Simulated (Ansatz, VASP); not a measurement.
MgO in VASP and in Ansatz

Contents of INCAR:

```
PREC     = Accurate       # precision mode
ENCUT    = 520            # plane-wave cutoff, eV
EDIFF    = 1E-6           # SCF threshold, eV
ISMEAR   = 0              # smearing method
SIGMA    = 0.05           # smearing width, eV
LREAL    = False          # projectors in reciprocal space
LASPH    = True           # aspherical terms in the spheres
NELM     = 100            # most SCF steps
ALGO     = Normal         # electronic algorithm
ISIF     = 2              # what is computed and relaxed
LWAVE    = False          # write WAVECAR
LCHARG   = True           # write CHGCAR
GGA      = PS             # functional
LELF     = True           # ELF
LVHAR    = True         
NBANDS   = 26             # bands
```

Contents of KPOINTS:

```
Automatic mesh
0
Gamma
  9 9 4
```

POSCAR

```
MgO
1.0
    3.2553371795      0.0000000000      0.0000000000
   -1.6276685897      2.8192046953      0.0000000000
    0.0000000000      0.0000000000     10.4149514991
Mg O
4 4
Direct
    0.3333333333      0.6666666667      0.9695963559
    0.0000000000      0.0000000000      0.2209473890
    0.0000000000      0.0000000000      0.7209473890
    0.6666666667      0.3333333333      0.4695963559
    0.3333333333      0.6666666667      0.7799156657
    0.0000000000      0.0000000000      0.5545028799
    0.0000000000      0.0000000000      0.0295387694
    0.6666666667      0.3333333333      0.2799156657
```

Input for Ansatz:

```yaml
crystal:
  lattice:
    - [3.2553371795, 0.0, 0.0]
    - [-1.6276685897, 2.8192046953, 0.0]
    - [0.0, 0.0, 10.4149514991]
  atoms:
    - { symbol: Mg, position: [0.3333333333, 0.6666666667, 0.9695963559] }
    - { symbol: Mg, position: [0.0, 0.0, 0.220947389] }
    - { symbol: Mg, position: [0.0, 0.0, 0.720947389] }
    - { symbol: Mg, position: [0.6666666667, 0.3333333333, 0.4695963559] }
    - { symbol: O, position: [0.3333333333, 0.6666666667, 0.7799156657] }
    - { symbol: O, position: [0.0, 0.0, 0.5545028799] }
    - { symbol: O, position: [0.0, 0.0, 0.0295387694] }
    - { symbol: O, position: [0.6666666667, 0.3333333333, 0.2799156657] }
basis:
  ecutwfc: 420
kpoints:
  mp_grid: { grid: [9, 9, 4] }
hamiltonian:
  xc: pbesol
  pseudopotentials: { kind: paw, azcp: { folder: soft_1 } }
scf:
  occupations: { method: gaussian, width: 0.05 }
output:
  forces: true
  stress: true
  eigenvalues: true
```

Alike in both runs: task single point; functional PBEsol; k mesh 9 × 9 × 4; occupations gaussian, width 0.05 eV; no spin polarisation.

```csv
,VASP,Ansatz
version,VASP 6.6.1,Ansatz 0.2.0
potentials or method,"VASP PAW PBE potentials, release 64 (Mg, O), cutoff 520 eV","scalar-relativistic, plane waves, PAW"
valence electrons in the cell,32,64
```

```csv
,VASP,Ansatz,Ansatz less VASP
gap on the k mesh at the Fermi level (eV),2.64,2.66,+0.016
least direct gap on the mesh (eV),2.64,2.66,+0.016
pressure (GPa),1.8,1.9,+0.15
"traceless stress, the component that is largest in VASP (GPa)",6.49,6.25,-0.242
rms of the force components (eV/Å),1.453,1.416,-0.0373
```

VASP's potentials were made for PBE, not for PBEsol, and Ansatz warns of the same on its side. Atom by atom the forces differ by 0.038 eV/Å (rms over components). VASP's potentials hold 32 valence electrons a cell and Ansatz's 64, so a difference there can come from the potentials and not from the codes.
